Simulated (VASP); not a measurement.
Set up this calculation in VASP 6.6.1, as the native input.

```yaml
Task: single point
Functional: r2SCAN
Potentials_or_basis: VASP PAW PBE potentials, release 64 (Rh_pv)
Cutoff: 520 eV
k_mesh: 8 × 8 × 8
Occupations: gaussian, width 0.15 eV
Spin: no spin polarisation
Dipole_correction: no
Further_INCAR_settings: ALGO = Normal; EDIFF = 1e-06; NBANDS = 14
```

The system is Rh.

```
CELL_PARAMETERS angstrom
0.00000 1.84450 1.90155
1.84450 0.00000 1.90155
1.84450 1.84450 0.00000
ATOMIC_POSITIONS crystal
Rh 0.00000 0.00000 0.00000
```

This cell differs from its parent crystal: strain -0.030 along x and y, +0.000 along z.

These files were run (other wordings do the same):

POSCAR

```
Rh
1.0
    0.0000000000      1.8445035000      1.9015500000
    1.8445035000      0.0000000000      1.9015500000
    1.8445035000      1.8445035000      0.0000000000
Rh
1
Direct
    0.0000000000      0.0000000000      0.0000000000
```

INCAR.step1

```
PREC = Accurate ; ENCUT = 520
ISMEAR = 0 ; SIGMA = 0.15
LREAL = False ; LASPH = True
NELM = 80 ; NBANDS = 14
GGA = PE ; ALGO = Normal
EDIFF = 1E-4 ; LWAVE = True
LCHARG = False
```

INCAR.step2

```
PREC = Accurate ; ENCUT = 520
EDIFF = 1E-6 ; ISMEAR = 0
SIGMA = 0.15 ; LREAL = False
LASPH = True ; NELM = 80
ALGO = Normal ; ISIF = 2
LWAVE = False ; LCHARG = False
METAGGA = R2SCAN ; LMIXTAU = True
NBANDS = 14 ; ISTART = 1
```

KPOINTS

```
Automatic mesh
0
Gamma
  8 8 8
```

Potentials or basis: VASP PAW PBE potentials, release 64 (Rh_pv).

Run with:

```console
$ cat potpaw_PBE.64/Rh_pv/POTCAR > POTCAR
$ cp INCAR.step1 INCAR
$ mpirun -np 1 vasp_std > vasp.out
$ cp INCAR.step2 INCAR
$ mpirun -np 1 vasp_std > vasp.out
```

It gave:

The pressure is 21.9 GPa.

Caveat: the k points lie up to 0.37 Å⁻¹ apart; the cell differs from its parent crystal (strain -0.030 along x and y, +0.000 along z); the PAW data sets were made with another functional, which shifts forces and pressure a little.

Wall time 30 s on 1 thread of Intel Xeon 6975P-C (shared host), peak memory 0.13 GiB.
